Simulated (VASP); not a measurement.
Crystal: ZnGeSb2.

```
Zn Sb Ge
1.0
     4.21345    0.00000    0.00000
     0.00000    4.21345    0.00000
     0.00000    0.00000    5.95872
Zn Sb Ge
1 2 1
Cartesian
  0.0000 0.0000 0.0000
  0.0000 2.1067 1.4897
  2.1067 0.0000 4.4690
  2.1067 2.1067 2.9794
```

| Quantity | Value |
| --- | --- |
| Program | VASP 6.6.1 |
| Task | relaxation of cell and atoms |
| Functional | PBE |
| Potentials or basis | VASP PAW PBE potentials, release 64 (Zn, Sb, Ge_d) |
| Cutoff | 600 eV |
| k mesh | 6 × 6 × 4 |
| Occupations | fermi-dirac, width 0.02 eV |
| Spin | no spin polarisation |

At the start: pressure 7.0 GPa; volume 26.45 Å³/atom.

Question: Where does the relaxation end?

Answer: Over 20 steps the energy falls by 76.7 meV/atom and the volume is 29.58 Å³/atom (+11.8 %); space group P-4m2 (No. 115, to 0.05 Å).

Step by step:
```tsv
step	energy change (eV)	largest force (eV/Å)	pressure (GPa)	volume (Å³)
1	0.0000	0.9603	6.99	105.79
2	-0.2621	0.1394	-1.94	124.46
3	-0.2941	0.3118	-0.22	119.22
4	-0.3020	0.1818	-0.10	118.76
5	-0.3060	0.0128	0.07	118.14
6	-0.3061	0.0011	0.12	118.09
7	-0.3066	0.0121	0.00	118.48
8	-0.3066	0.0197	-0.12	118.72
9	-0.3069	0.0099	-0.11	118.48
10	-0.3068	0.0027	-0.03	118.33
11	-0.3069	0.0074	-0.06	118.43
12	-0.3069	0.0032	0.03	118.17
13	-0.3069	0.0041	0.02	118.23
14	-0.3069	0.0045	0.03	118.25
15	-0.3069	0.0060	-0.03	118.34
16	-0.3069	0.0049	0.04	118.27
17	-0.3069	0.0054	0.01	118.31
18	-0.3069	0.0053	0.02	118.30
19	-0.3069	0.0054	0.01	118.30
20	-0.3069	0.0028	-0.01	118.31
```

Final structure:
```xyz
4
Lattice="4.3920 0.0000 0.0000 0.0000 4.3920 0.0000 0.0000 0.0000 6.1336" Properties=species:S:1:pos:R:3 pbc="T T T"
Zn    0.0000    4.3920    0.0000
Sb    0.0000    2.1960    1.4606
Sb    2.1960    4.3920    4.6731
Ge    2.1960    2.1960    3.0668
```
